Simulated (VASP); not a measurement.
# AlMo3C (P-4m2) in VASP: notebook, part 2 of 2

VASP 6.6.1.

## Step 4: Single point, PBE

This run uses another cell than the first one, of 19.02 Å³/atom.

Input file INCAR:

```
  ALGO = Normal
  EDIFF = 1E-7
  ENCUT = 520
  GGA = PE
  ISIF = 2
  ISMEAR = 0
  LASPH = T
  LCHARG = T
  LELF = T
  LREAL = F
  LVHAR = T
  LWAVE = F
  NBANDS = 32
  NELM = 80
  PREC = Accurate
  SIGMA = 0.1
```

Input file KPOINTS:

```
k-points
0
Gamma
  4 4 4
```

Input file POSCAR:

```
AlMo3C
1.0
    4.3747603900      0.0000000000      0.0000000000
    0.0000000000      4.3747603900      0.0000000000
    0.0000000000      0.0000000000      4.9696926300
Al Mo C
1 3 1
Direct
    0.0000000000      0.0000000000      0.0000000000
    0.0000000000      0.0000000000      0.5000000000
    0.0000000000      0.5000000000      0.7643185400
    0.5000000000      0.0000000000      0.2356814600
    0.5000000000      0.5000000000      0.0000000000
```

Potentials or basis: VASP PAW PBE potentials, release 64 (Al, Mo_sv, C).

The run is started by

```bash
$ cat potpaw_PBE.64/Al/POTCAR potpaw_PBE.64/Mo_sv/POTCAR potpaw_PBE.64/C/POTCAR > POTCAR
$ mpirun -np 1 vasp_std > vasp.out
```

OUTCAR:

```text
EDIFF = 1E-7
   ENCUT = 520
   GGA = PE
   ISIF = 2
   ISMEAR = 0
   LASPH = T
   LREAL = F
   NELM = 80
   PREC = Accurate

 ion  position               nearest neighbor table
   1  0.000  0.000  0.000-   3 2.48   4 2.48   3 2.48   4 2.48   2 2.48   2 2.48
   2  0.000  0.000  0.500-   1 2.48   1 2.48   4 2.55   3 2.55   3 2.55   4 2.55
   3  0.000  0.500  0.764-   1 2.48   5 2.48   1 2.48   5 2.48   2 2.55   2 2.55
   4  0.500  0.000  0.236-   1 2.48   5 2.48   5 2.48   1 2.48   2 2.55   2 2.55
[... 828 lines left out ...]
  -------------------------------------------------------------------------------------
  Total       -7.0087164     -7.0087164      3.7962415      0.0000000      0.0000000      0.0000000
  in kB     -118.0622342   -118.0622342     63.9479075      0.0000000      0.0000000      0.0000000
  external PRESSURE =     -57.3921870 kB  Pullay stress =       0.0000000 kB

 VOLUME and BASIS-vectors are now :
 -----------------------------------------------------------------------------
  energy-cutoff  :      520.00
  volume of cell :       95.11
      direct lattice vectors                 reciprocal lattice vectors
     4.374760390  0.000000000  0.000000000     0.228583948  0.000000000  0.000000000
     0.000000000  4.374760390  0.000000000     0.000000000  0.228583948  0.000000000
     0.000000000  0.000000000  4.969692630     0.000000000  0.000000000  0.201219688

 POSITION                                       TOTAL-FORCE (eV/Angst)
 -----------------------------------------------------------------------------------
      0.00000      0.00000      0.00000         0.000000      0.000000     -0.000000
      0.00000      0.00000      2.48485         0.000000     -0.000000     -0.000000
      0.00000      2.18738      3.79843         0.000000     -0.000000      1.018596
      2.18738      0.00000      1.17126         0.000000     -0.000000     -1.018596
      2.18738      2.18738      0.00000         0.000000     -0.000000     -0.000000
 -----------------------------------------------------------------------------------
    total drift:                                0.000000      0.000000      0.000000

  FREE ENERGIE OF THE ION-ELECTRON SYSTEM (eV)
  ---------------------------------------------------
  free  energy   TOTEN  =       -37.0049434682 eV

  energy  without entropy=      -36.9704131321  energy(sigma->0) =      -36.98767830
```

OSZICAR:

```text
N       E                     dE             d eps       ncg     rms          rms(c)
DAV:   1     0.495106810852E+03    0.49511E+03   -0.28899E+04  1264   0.145E+03
DAV:   2    -0.211673539573E+02   -0.51627E+03   -0.49676E+03  1312   0.438E+02
DAV:   3    -0.401154360636E+02   -0.18948E+02   -0.17950E+02  1592   0.728E+01
DAV:   4    -0.404570721219E+02   -0.34164E+00   -0.34035E+00  1312   0.907E+00
DAV:   5    -0.404679695116E+02   -0.10897E-01   -0.10892E-01  1552   0.151E+00    0.214E+01
DAV:   6    -0.407734356253E+02   -0.30547E+00   -0.44354E+01  1448   0.355E+01    0.166E+01
DAV:   7    -0.376846526367E+02    0.30888E+01   -0.22801E+01  1424   0.223E+01    0.719E+00
DAV:   8    -0.371462235061E+02    0.53843E+00   -0.37068E+00  1520   0.117E+01    0.404E+00
DAV:   9    -0.370054736423E+02    0.14075E+00   -0.58346E-01  1552   0.409E+00    0.110E+00
DAV:  10    -0.370066693460E+02   -0.11957E-02   -0.76452E-02  1544   0.123E+00    0.556E-01
DAV:  11    -0.370048598467E+02    0.18095E-02   -0.70319E-03  1544   0.399E-01    0.228E-01
DAV:  12    -0.370049647324E+02   -0.10489E-03   -0.69704E-04  1464   0.157E-01    0.652E-02
DAV:  13    -0.370049437948E+02    0.20938E-04   -0.15002E-04  1496   0.783E-02    0.286E-02
DAV:  14    -0.370049439904E+02   -0.19562E-06   -0.31551E-05  1664   0.260E-02    0.826E-03
DAV:  15    -0.370049436622E+02    0.32817E-06   -0.37844E-06  1464   0.853E-03    0.441E-03
DAV:  16    -0.370049435023E+02    0.15993E-06   -0.31804E-07  1248   0.362E-03    0.881E-04
DAV:  17    -0.370049434682E+02    0.34081E-07   -0.44327E-08   776   0.121E-03
   1 F= -.37004943E+02 E0= -.36987678E+02  d E =-.345303E-01
```

It took 72 s on 1 thread of Intel Xeon 8259CL, shared host; peak memory 0.24 GiB.

Results:

```yaml
Free_energy: -37.0049 eV
Pressure: -5.7 GPa
Largest_force: 1.019 eV/Å
Band_gap_on_the_k_mesh: zero (an odd number of electrons rules out a gap without spin polarisation)
```

Forces on the atoms (eV/Å):
```
Al   0.000  0.000  0.000
Mo   0.000  0.000  0.000
Mo   0.000  0.000  1.019
Mo   0.000  0.000 -1.019
C    0.000  0.000  0.000
```

Caveat: the stress differs along the axes, from -12 to 6 GPa; forces of over 1 eV/Å act on the atoms, so gaps and moduli don't describe the material at rest.

## Step 5: Relaxation of cell and atoms, PBE

Input file INCAR:

```
ALGO = Normal
EDIFF = 1E-6
EDIFFG = -0.04
ENCUT = 600
GGA = PE
IBRION = 2
ISIF = 3
ISMEAR = 0
LASPH = True
LCHARG = False
LREAL = False
LWAVE = False
NELM = 100
NSW = 90
PREC = Accurate
SIGMA = 0.1
```

Input file KPOINTS:

```
k-points
0
Gamma
  6 6 2
```

Input file POSCAR:

```
AlMo3C
1.0
    2.9635381967      0.0000000000      0.0000000000
    0.0000000000      2.9635381967      0.0000000000
    0.0000000000      0.0000000000      8.2074120244
Al Mo C
1 3 1
Direct
    0.0000000000      0.0000000000      0.0000000000
    0.0000000000      0.0000000000      0.5000000000
    0.0000000000      0.5000000000      0.7521630748
    0.5000000000      0.0000000000      0.2478369252
    0.5000000000      0.5000000000      0.0000000000
```

The run is started by

```bash
$ cat potpaw_PBE.64/Al/POTCAR potpaw_PBE.64/Mo_sv/POTCAR potpaw_PBE.64/C/POTCAR > POTCAR
$ mpirun -np 1 vasp_std > vasp.out
```

It took 2.4 min on 1 thread of Intel Xeon 8259CL, shared host; peak memory 0.23 GiB.

The run converged. Its results:

```
Free energy                           : -41.8469 eV
Relaxed volume                        : 14.38 Å³/atom
Relaxed cell                          : a = 2.937 Å, b = 2.937 Å, c = 8.333 Å, α = 90.00°, β = 90.00°, γ = 90.00°
Space group after relaxing (to 0.1 Å) : P-4m2 (No. 115)
Energy gained by relaxing             : 4.8 meV/atom
Ionic steps                           : 5
Pressure after relaxing               : -0.1 GPa
Largest force after relaxing          : 0.026 eV/Å
Band gap on the k mesh                : zero (an odd number of electrons rules out a gap without spin polarisation)
```

Forces on the atoms (eV/Å):
```
Al   0.000  0.000  0.000
Mo   0.000  0.000  0.000
Mo   0.000  0.000  0.026
Mo   0.000  0.000 -0.026
C    0.000  0.000  0.000
```

Stress tensor (GPa, compression positive):
```
 0.02  0.00  0.00
 0.00  0.02  0.00
 0.00  0.00 -0.18
```

Step by step:
```tsv
step	energy change (eV)	largest force (eV/Å)	pressure (GPa)	volume (Å³)
1	0.0000	0.2371	0.57	72.08
2	-0.0194	0.0039	-1.97	72.61
3	-0.0210	0.0551	-1.45	72.50
4	-0.0211	0.0076	1.42	71.31
5	-0.0242	0.0255	-0.05	71.90
```

Final structure:
```yaml
crystal:
  lattice:
    - [2.93735, 0.00000, 0.00000]
    - [0.00000, 2.93735, 0.00000]
    - [0.00000, 0.00000, 8.33323]
  atoms:
    - { symbol: Al, position: [0.00000, 0.00000, 0.00000] }
    - { symbol: Mo, position: [0.00000, 0.00000, 0.50000] }
    - { symbol: Mo, position: [0.00000, 0.50000, 0.75358] }
    - { symbol: Mo, position: [0.50000, 0.00000, 0.24642] }
    - { symbol: C, position: [0.50000, 0.50000, 0.00000] }
```

Levels at points of the mesh, in eV from the Fermi level:
```csv
k point,band 22,band 23,band 24,band 25,band 26,band 27
"(0.00, 0.00, 0.00)",-1.14,-1.04,-1.04,0.43,1.27,1.83
"(0.50, 0.00, 0.00)",-0.88,-0.62,-0.52,-0.25,0.53,1.36
"(0.50, 0.50, 0.00)",-0.71,-0.71,-0.42,1.65,1.92,2.06
"(0.00, 0.00, 0.50)",-2.05,-0.32,-0.32,0.40,1.04,1.04
"(0.50, 0.00, 0.50)",-1.11,-0.85,-0.13,0.31,0.45,0.72
"(0.50, 0.50, 0.50)",-1.61,-1.61,-0.07,0.98,2.66,3.01
```

Caveat: the k points lie up to 0.38 Å⁻¹ apart in the final cell, too coarse for converged energies and pressures of a metal.

## Step 6: The runs side by side

| task | cell | k mesh | cutoff (eV) | gap on the mesh (eV) | pressure (GPa) | largest force (eV/Å) |
| --- | --- | --- | --- | --- | --- | --- |
| single point | a = 2.964, b = 2.964, c = 8.207 Å, 5 atoms, atomic positions A | 4 × 4 × 4 | 520 | none | 0.5 | 0.02 |
| single point | a = 2.938, b = 2.938, c = 8.321 Å, 5 atoms, atomic positions B | 6 × 6 × 2 | 520 | none | 0.3 | 0.02 |
| single point | a = 4.375, b = 4.375, c = 4.970 Å, 5 atoms, atomic positions C | 4 × 4 × 4 | 520 | none | -5.7 | 1.02 |
| relaxation of cell and atoms | relaxed from a = 2.964, b = 2.964, c = 8.207 Å, 5 atoms, atomic positions A | 6 × 6 × 2 | 600 | none | -0.1 | 0.03 |

Alike in all rows: level PBE; potentials or basis VASP PAW PBE potentials, release 64 (Al, Mo_sv, C); no spin polarisation; smearing gaussian 0.1 eV.

Caveats: some runs use coarse meshes; the stress differs along the axes, from -12 to 6 GPa (at least some runs); forces of over 1 eV/Å act on the atoms, so gaps and moduli don't describe the material at rest (at least some runs).

Total energies depend on the potentials used, so only differences within one code and one set of settings carry meaning.
